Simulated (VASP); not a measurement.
The system is CdS.

```xyz
4
Lattice="4.2046 0.0000 0.0000 -2.1023 3.6413 0.0000 0.0000 0.0000 6.8257" Properties=species:S:1:pos:R:3 pbc="T T T"
Cd    0.0000    2.4275    0.0000
Cd    2.1023    1.2138    3.4128
S     0.0000    2.4275    2.5596
S     2.1023    1.2138    5.9724
```

| Item | Value |
| --- | --- |
| Program | VASP 6.6.1 |
| Task | relaxation of cell and atoms |
| Functional | LDA |
| Potentials or basis | VASP PAW LDA potentials, release 64 (Cd, S) |
| Cutoff | 600 eV |
| k mesh | 7 × 7 × 4 |
| Occupations | fermi-dirac, width 0.02 eV |
| Spin | no spin polarisation |

At the start: pressure -4.7 GPa; volume 26.13 Å³/atom.

Where does the relaxation end?

Over 6 steps the energy falls by 33.2 meV/atom and the volume is 24.04 Å³/atom (-8.0 %); space group P6_3mc (No. 186, to 0.1 Å) before and after.

Step by step:
```csv
step,energy change (eV),largest force (eV/Å),pressure (GPa),volume (Å³)
1,0.0000,0.0558,-4.66,104.50
2,-0.1157,0.0057,2.07,93.42
3,-0.1326,0.0245,0.01,96.11
4,-0.1326,0.0235,0.13,95.95
5,-0.1327,0.0013,-0.05,96.20
6,-0.1328,0.0040,-0.01,96.15
```

Final structure:
```yaml
crystal:
  lattice:
    - [4.08370, 0.00000, 0.00000]
    - [-2.04185, 3.53659, 0.00000]
    - [0.00000, 0.00000, 6.65738]
  atoms:
    - { symbol: Cd, position: [0.33333, 0.66667, 0.99957] }
    - { symbol: Cd, position: [0.66667, 0.33333, 0.49957] }
    - { symbol: S, position: [0.33333, 0.66667, 0.37543] }
    - { symbol: S, position: [0.66667, 0.33333, 0.87543] }
```
